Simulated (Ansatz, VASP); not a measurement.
## SrO in VASP and in Ansatz

The input INCAR:

```
SYSTEM = SrO
PREC     = Accurate       ! precision mode
ENCUT    = 600            ! plane-wave cutoff, eV
EDIFF    = 1E-6           ! SCF threshold, eV
ISMEAR   = 0              ! smearing method
SIGMA    = 0.02           ! smearing width, eV
LREAL    = .False.        ! projectors in reciprocal space
LASPH    = .True.         ! aspherical terms in the spheres
NELM     = 120            ! most SCF steps
ALGO     = Normal         ! electronic algorithm
ISIF     = 2              ! what is computed and relaxed
LWAVE    = .False.        ! write WAVECAR
LCHARG   = .False.        ! write CHGCAR
GGA      = RP             ! functional
NBANDS   = 15             ! bands
GGA_COMPAT= .False.
```

File KPOINTS:

```
regular mesh
0
Gamma
  8 8 8
  0 0 0
```

File POSCAR:

```
SrO
1.0
    0.0000000000      2.5542472752      2.5542472752
    2.5542472752      0.0000000000      2.5542472752
    2.5542472752      2.5542472752      0.0000000000
Sr O
1 1
Direct
    0.5000000000      0.5000000000      0.5000000000
    0.0000000000      0.0000000000      0.0000000000
```

Input for Ansatz:

```yaml
crystal:
  lattice:
    - [0.0, 2.5542472752, 2.5542472752]
    - [2.5542472752, 0.0, 2.5542472752]
    - [2.5542472752, 2.5542472752, 0.0]
  atoms:
    - { symbol: Sr, position: [0.5, 0.5, 0.5] }
    - { symbol: O, position: [0.0, 0.0, 0.0] }
basis:
  precision: f64
kpoints:
  mp_grid: { grid: [8, 8, 8] }
hamiltonian:
  xc: rpbe
  pseudopotentials: { kind: paw, source: ansatz }
scf:
  occupations: { method: gaussian, width: 0.02 }
  eigensolver: { kind: davidson }
output:
  forces: true
  eigenvalues: true
  stress: true
```

Alike in both runs: task single point; functional RPBE; k mesh 8 × 8 × 8; occupations gaussian, width 0.02 eV; no spin polarisation.

```csv
,VASP,Ansatz
version,VASP 6.6.1,Ansatz 0.2.0
potentials or method,"VASP PAW PBE potentials, release 64 (Sr_sv, O)","scalar-relativistic, plane waves, PAW"
plane-wave cutoff (eV),600,930
valence electrons in the cell,16,16
```

```tsv
	VASP	Ansatz	Ansatz less VASP
gap on the k mesh at the Fermi level (eV)	3.37	3.42	+0.051
pressure (GPa)	8.4	7.9	-0.54
```

VASP's potentials were made for PBE, not for RPBE.
